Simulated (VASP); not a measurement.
# Co (P6/mmm) in VASP: further runs

The runs below take Co through single point, relaxation of cell and atoms, with revPBE.

All numbers are computed with VASP 6.6.1; they aren't measurements. Logs are shortened: lines on timing, memory, paths and dates and some standing lists are left out, and cuts for length are marked.

### Step 1. The cell of the first run

Symmetry: P6/mmm, No. 191, hexagonal system. Conventional cell: a = 4.034 Å, b = 4.034 Å, c = 2.474 Å, α = 90.00°, β = 90.00°, γ = 120.00°. Within 3.3 Å of Co (site symmetry 6/mmm) lie 14 Co at 2.47 to 2.64 Å. Co (site symmetry -6m2) has 11 Co at 2.33 to 2.64 Å within 3.1 Å.

### Step 2. Single point, revPBE (volume scaled by 1.08)

INCAR reads:

```
SYSTEM = Co
ALGO = Normal ; EDIFF = 1E-7
ENCUT = 520 ; GGA = RE
ISIF = 2 ; ISMEAR = -1
LASPH = .True. ; LCHARG = .True.
LELF = .True. ; LREAL = .False.
LVHAR = .True. ; LWAVE = .False.
NBANDS = 20 ; NELM = 100
PREC = Accurate ; SIGMA = 0.1
```

KPOINTS reads:

```
k-points
0
Gamma
  10 10 15
  0 0 0
```

POSCAR reads:

```
Co
1.0
    4.0341296071      0.0000000000      0.0000000000
   -2.0170648036      3.4936587219      0.0000000000
    0.0000000000      0.0000000000      2.4735875930
Co
3
Direct
    0.0000000000      0.0000000000      0.0000000000
    0.3333333333      0.6666666667      0.5000000000
    0.6666666667      0.3333333333      0.5000000000
```

Potentials or basis: VASP PAW PBE potentials, release 64 (Co).

Command:

```
$ cat potpaw_PBE.64/Co/POTCAR > POTCAR
$ mpirun -np 1 vasp_std > vasp.out
```

OUTCAR:

```text
SYSTEM = Co
   EDIFF = 1E-7
   ENCUT = 520
   GGA = RE
   ISIF = 2
   ISMEAR = -1
   LASPH = .True.
   LREAL = .False.
   NELM = 100
   PREC = Accurate

 ion  position               nearest neighbor table
   1  0.000  0.000  0.000-   2 2.64   3 2.64   2 2.64   3 2.64   3 2.64   3 2.64   2 2.64   2 2.64
                             3 2.64   3 2.64   2 2.64   2 2.64
   2  0.333  0.667  0.500-   3 2.33   3 2.33   3 2.33   1 2.64   1 2.64   1 2.64   1 2.64   1 2.64
                             1 2.64
   3  0.667  0.333  0.500-   2 2.33   2 2.33   2 2.33   1 2.64   1 2.64   1 2.64   1 2.64   1 2.64
                             1 2.64

  LATTYP: Found a hexagonal cell.
 ALAT       =     4.0341296071
 C/A-ratio  =     0.6131651270

  Lattice vectors:

 A1 = (   4.0341296071,   0.0000000000,   0.0000000000)
 A2 = (  -2.0170648036,   3.4936587219,   0.0000000000)
 A3 = (   0.0000000000,   0.0000000000,   2.4735875930)

Analysis of symmetry for initial positions (statically):
=====================================================================
 Subroutine PRICEL returns:
 Original cell was already a primitive cell.

 Routine SETGRP: Setting up the symmetry group for a
 hexagonal supercell.

 Subroutine GETGRP returns: Found 24 space group operations
 (whereof 24 operations were pure point group operations)
 out of a pool of 24 trial point group operations.

The static configuration has the point symmetry D_6h.

Analysis of symmetry for dynamics (positions and initial velocities):
=====================================================================
 Subroutine PRICEL returns:
 Original cell was already a primitive cell.

 Routine SETGRP: Setting up the symmetry group for a
 hexagonal supercell.

 Subroutine GETGRP returns: Found 24 space group operations
 (whereof 24 operations were pure point group operations)
 out of a pool of 24 trial point group operations.

The dynamic configuration has the point symmetry D_6h.

 Subroutine INISYM returns: Found 24 space group operations
 (whereof 24 operations are pure point group operations),
 and found     1 'primitive' translations

----------------------------------------------------------------------------------------

                                     Primitive cell

  volume of cell :      34.8624

  direct lattice vectors                    reciprocal lattice vectors
     4.034129607  0.000000000  0.000000000     0.247884946  0.143116440  0.000000000
    -2.017064804  3.493658722  0.000000000     0.000000000  0.286232881  0.000000000
     0.000000000  0.000000000  2.473587593     0.000000000  0.000000000  0.404271109

  length of vectors
     4.034129607  4.034129607  2.473587593     0.286232881  0.286232881  0.404271109

  position of ions in fractional coordinates (direct lattice)
     0.000000000  0.000000000  0.000000000
     0.333333333  0.666666667  0.500000000
     0.666666667  0.333333333  0.500000000

  ion indices of the primitive-cell ions
   primitive index   ion index
                 1           1
                 2           2
                 3           3

----------------------------------------------------------------------------------------

 KPOINTS: k-points

Automatic generation of k-mesh.
 Grid dimensions read from file:
 generate k-points for:   10   10   15

 Generating k-lattice:

  Cartesian coordinates                     Fractional coordinates (reciprocal lattice)
     0.024788495  0.014311644  0.000000000     0.100000000  0.000000000  0.000000000
     0.000000000  0.028623288  0.000000000     0.000000000  0.100000000  0.000000000
     0.000000000  0.000000000  0.026951407     0.000000000  0.000000000  0.066666667

  Length of vectors
     0.028623288  0.028623288  0.026951407

  Shift w.r.t. Gamma in fractional coordinates (k-lattice)
     0.000000000  0.000000000  0.000000000

 Subroutine IBZKPT returns following result:
 ===========================================

 Found    112 irreducible k-points:

 Following reciprocal coordinates:
            Coordinates               Weight
  0.000000  0.000000  0.000000      1.000000
  0.100000 -0.000000  0.000000      6.000000
  0.200000 -0.000000  0.000000      6.000000
  0.300000  0.000000  0.000000      6.000000
  0.400000  0.000000  0.000000      6.000000
  0.500000 -0.000000  0.000000      3.000000
[... 16 lines left out ...]
  0.300000  0.100000  0.066667     24.000000
  0.400000  0.100000  0.066667     24.000000
 [... further k-points ...]
   k-points           NKPTS =    112   k-points in BZ     NKDIM =    112   number of bands    NBANDS=     20
   number of dos      NEDOS =    301   number of ions     NIONS =      3
   total plane-waves  NPLWV =  16200
   dimension x,y,z NGX =    30 NGY =   30 NGZ =   18
   dimension x,y,z NGXF=    60 NGYF=   60 NGZF=   36
   ions per type =               3
   NGX,Y,Z   is equivalent  to a cutoff of  12.36, 12.36, 12.10 a.u.
   NGXF,Y,Z  is equivalent  to a cutoff of  24.73, 24.73, 24.20 a.u.
 SYSTEM =  Co
   PREC   = accura    normal or accurate (medium, high low for compatibility)
   ISTART =      0    job   : 0-new  1-cont  2-samecut
   ICHARG =      2    charge: 1-file 2-atom 10-const
   ISPIN  =      1    spin polarized calculation?
   LNONCOLLINEAR =      F non collinear calculations
   LSORBIT =      F    spin-orbit coupling
   LASPH  =      T    aspherical Exc in radial PAW
   ENCUT  =  520.0 eV  38.22 Ry    6.18 a.u.   7.50  7.50  4.60*2*pi/ulx,y,z
   NELM   =    100;   NELMIN=  2; NELMDL= -5     # of ELM steps
   EDIFF  = 0.1E-06   stopping-criterion for ELM
   LREAL  =      F    real-space projection
   EDIFFG = 0.1E-05   stopping-criterion for IOM
   NSW    =      0    number of steps for IOM
   IBRION =     -1    ionic relax: 0-MD 1-quasi-New 2-CG
   NFREE  =      0    steps in history (QN), initial steepest desc. (CG)
   ISIF   =      2    stress and relaxation
   ISYM   =      2    0-nonsym 1-usesym 2-fastsym
   POTIM  = 0.5000    time-step for ionic-motion
   TEBEG  =    0.0;   TEEND  =   0.0 temperature during run
   PSTRESS=    0.0 pullay stress
   NELECT =      27.0000    total number of electrons
   NUPDOWN=      -1.0000    fix difference up-down
   EMIN   =  10.00;   EMAX   =-10.00  energy-range for DOS
   EFERMI =   0.00;   METHOD = LEGACY
   ISMEAR =    -1;   SIGMA  =   0.10  broadening in eV -4-tet -1-fermi 0-gaus
   EFERMI_NEDOS =   21; number of points for ismear=-14 and -15
   IALGO  =     38    algorithm
   IMIX   =      4    mixing-type and parameters
     AMIX     =   0.40;   BMIX     =  1.00
     AMIX_MAG =   1.60;   BMIX_MAG =  1.00
  volume/ion in A,a.u.               =      11.62        78.42
  Fermi-wavevector in a.u.,A,eV,Ry     =   1.503408  2.841029 30.752376  2.260236
  Thomas-Fermi vector in A             =   2.614522
   LORBIT       =      0    0 simple, 1 ext, 2 COOP (PROOUT), +10 PAW based schemes
   GGA     = RE    functional components
   LHFCALC =     F    Hartree Fock is set to
   AEXX    =    0.0000 exact exchange contribution
   IVDW    =     0    specifies the selected vdW correction
   LEPSILON=     F    determine dielectric tensor
   LRPA    =     F    only Hartree local field effects (RPA)
 non-spin polarized calculation
  energy-cutoff  :      520.00
  volume of cell :       34.86
 maximum number of plane-waves:       957
 NGX is ok and might be reduce to    30
   NGX = 15   NGY = 15   NGZ =  9

 number of electron      27.0000008 magnetization

 Free energy of the ion-electron system (eV)
  ---------------------------------------------------
  ext. energy  EPLUGINS =         0.00000000
  ---------------------------------------------------
  free energy    TOTEN  =       -18.74135683 eV

  energy without entropy =      -18.40289903  energy(sigma->0) =      -18.57212793

 E-fermi :   9.2539     XC(G=0): -12.9269

 val. band max:        9.2535829889   @ k =   0.4000   0.1000   0.0667
 cond. band min:       9.2550987481   @ k =   0.1000  -0.0000   0.4667
 fundamental gap:      0.0015157592
 Fermi energy:         9.2539464714

 k-point     1 :       0.0000    0.0000    0.0000
  band No.  band energies     occupation
      1       0.9077      2.00000
      2       5.6521      2.00000
      3       6.7450      2.00000
      4       6.7450      2.00000
      5       6.7691      2.00000
      6       6.7691      2.00000
[... 12 lines left out ...]
     19      15.7762      0.00000
     20      15.7762      0.00000

 k-point     2 :       0.1000   -0.0000    0.0000
  band No.  band energies     occupation
      1       1.0416      2.00000
      2       5.6598      2.00000
      3       6.4077      2.00000
      4       6.5728      2.00000
      5       6.7754      2.00000
      6       7.0693      2.00000
[... 12 lines left out ...]
     19      16.4751      0.00000
     20      17.3421      0.00000

 k-point     3 :       0.2000   -0.0000    0.0000
  band No.  band energies     occupation
      1       1.4367      2.00000
      2       5.5925      2.00000
      3       6.0664      2.00000
      4       6.5050      2.00000
      5       6.5051      2.00000
      6       7.2072      2.00000
[... 12 lines left out ...]
     19      16.3560      0.00000
     20      19.0341      0.00000

 k-point     4 :       0.3000    0.0000    0.0000
  band No.  band energies     occupation
      1       2.0713      2.00000
      2       5.3139      2.00000
      3       5.6769      2.00000
      4       6.3751      2.00000
      5       6.5314      2.00000
      6       7.1222      2.00000
[... 12 lines left out ...]
     19      16.2234      0.00000
     20      20.8444      0.00000

 k-point     5 :       0.4000    0.0000    0.0000
  band No.  band energies     occupation
      1       2.9029      2.00000
      2       4.7797      2.00000
      3       5.2015      2.00000
      4       6.5245      2.00000
      5       6.6106      2.00000
      6       6.9581      2.00000
[... 12 lines left out ...]
     19      16.1521      0.00000
     20      22.7725      0.00000

 k-point     6 :       0.5000   -0.0000    0.0000
  band No.  band energies     occupation
      1       3.8019      2.00000
      2       3.9114      2.00000
      3       5.0845      2.00000
      4       6.6600      2.00000
      5       6.7394      2.00000
      6       6.7513      2.00000
[... 12 lines left out ...]
     19      16.1307      0.00000
     20      24.7659      0.00000

 k-point     7 :       0.1000    0.1000    0.0000
  band No.  band energies     occupation
      1       1.3060      2.00000
      2       5.6334      2.00000
      3       6.1797      2.00000
      4       6.3108      2.00000
      5       6.8937      2.00000
      6       7.0672      2.00000
[... 12 lines left out ...]
     19      17.2963      0.00000
     20      17.3497      0.00000
[... 277 lines left out ...]
 k-point    20 :       0.5000   -0.0000    0.0667
  band No.  band energies     occupation
      1       3.8951      2.00000
      2       4.0024      2.00000
      3       5.1505      2.00000
      4       6.6573      2.00000
      5       6.7732      2.00000
      6       6.7916      2.00000
[... 12 lines left out ...]
     19      16.1485      0.00000
     20      24.8602      0.00000

 k-point    21 :       0.1000    0.1000    0.0667
  band No.  band energies     occupation
      1       1.4213      2.00000
      2       5.7078      2.00000
      3       6.1927      2.00000
      4       6.3012      2.00000
      5       6.9047      2.00000
      6       7.0089      2.00000
[... 12 lines left out ...]
     19      17.3654      0.00000
     20      17.4207      0.00000

 k-point    22 :       0.2000    0.1000    0.0667
  band No.  band energies     occupation
      1       1.9321      2.00000
      2       5.5039      2.00000
      3       5.8620      2.00000
      4       6.2952      2.00000
      5       6.7688      2.00000
      6       7.1771      2.00000
[... 12 lines left out ...]
     19      17.0605      0.00000
     20      18.9091      0.00000

 k-point    23 :       0.3000    0.1000    0.0667
  band No.  band energies     occupation
      1       2.6575      2.00000
      2       5.1413      2.00000
      3       5.4225      2.00000
      4       6.4536      2.00000
      5       6.6956      2.00000
      6       7.1049      2.00000
[... 12 lines left out ...]
     19      16.8603      0.00000
     20      20.7104      0.00000

 k-point    24 :       0.4000    0.1000    0.0667
  band No.  band energies     occupation
      1       3.5321      2.00000
      2       4.4496      2.00000
      3       5.1505      2.00000
      4       6.6788      2.00000
      5       6.7048      2.00000
      6       6.9137      2.00000
[... 12 lines left out ...]
     19      16.7715      0.00000
     20      22.7264      0.00000

 [... further k-points ...]

------------------------ aborting loop because EDIFF is reached ----------------------------------------

  FORCE on cell =-STRESS in cart. coord.  units (eV):
  Direction    XX          YY          ZZ          XY          YZ          ZX
  --------------------------------------------------------------------------------------
  -------------------------------------------------------------------------------------
  Total       -3.2341839     -3.2341839     -3.0025366      0.0000000      0.0000000      0.0000000
  in kB     -148.6338299   -148.6338299   -137.9879835      0.0000000      0.0000000      0.0000000
  external PRESSURE =    -145.0852145 kB  Pullay stress =       0.0000000 kB

 VOLUME and BASIS-vectors are now :
 -----------------------------------------------------------------------------
  energy-cutoff  :      520.00
  volume of cell :       34.86
      direct lattice vectors                 reciprocal lattice vectors
     4.034129607  0.000000000  0.000000000     0.247884946  0.143116440  0.000000000
    -2.017064804  3.493658722  0.000000000     0.000000000  0.286232881  0.000000000
     0.000000000  0.000000000  2.473587593     0.000000000  0.000000000  0.404271109

 POSITION                                       TOTAL-FORCE (eV/Angst)
 -----------------------------------------------------------------------------------
      0.00000      0.00000      0.00000        -0.000000      0.000000      0.000000
     -0.00000      2.32911      1.23679        -0.000000      0.000000      0.000000
      2.01706      1.16455      1.23679         0.000000      0.000000     -0.000000
 -----------------------------------------------------------------------------------
    total drift:                               -0.000000      0.000000      0.000000

  FREE ENERGIE OF THE ION-ELECTRON SYSTEM (eV)
  ---------------------------------------------------
  free  energy   TOTEN  =       -18.7413568310 eV

  energy  without entropy=      -18.4028990258  energy(sigma->0) =      -18.57212793
```

It took 3.2 min on 1 thread of AMD EPYC 7R13, shared host; peak memory 0.16 GiB.

Results:

* Free energy: -18.7414 eV
* Pressure: -14.5 GPa

Caveat: the PAW data sets were made with another functional, which shifts forces and pressure a little; the run has no spin polarisation, though such a crystal can be magnetic. Spin polarisation is off, so any magnetic state and its effect on volume and gap are missing.

[end of part 1 of 3]
